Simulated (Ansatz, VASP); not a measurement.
**AlCo in VASP and in Ansatz**

```
Al Co
1.0
     2.70931    0.00000    0.00000
     0.00000    2.70931    0.00000
     0.00000    0.00000    2.85190
Al Co
1 1
Direct
  0.00000 0.00000 0.00000
  0.50000 0.50000 0.50000
```

Change from the starting cell: strain -0.050 along x and y, +0.000 along z, atoms carried along.

Alike in both runs: task single point; functional PBE; k mesh 22 × 22 × 22; occupations gaussian, width 0.15 eV; no spin polarisation.

|  | VASP | Ansatz |
| --- | --- | --- |
| version | VASP 6.6.1 | Ansatz 0.2.0 |
| potentials or method | VASP PAW PBE potentials, release 64 (Al, Co), cutoff 520 eV | scalar-relativistic, plane waves, PAW |
| valence electrons in the cell | 12 | 20 |

```tsv
	VASP	Ansatz	Ansatz less VASP
gap on the k mesh at the Fermi level (eV)	none	none	-
pressure (GPa)	22.9	23.4	+0.48
traceless stress, the component that is largest in VASP (GPa)	-6.04	-6.05	-0.015
```

A gap of «none» marks a metal or a gap that the smearing closes. VASP's potentials hold 12 valence electrons a cell and Ansatz's 20, so a difference there can come from the potentials and not from the codes.
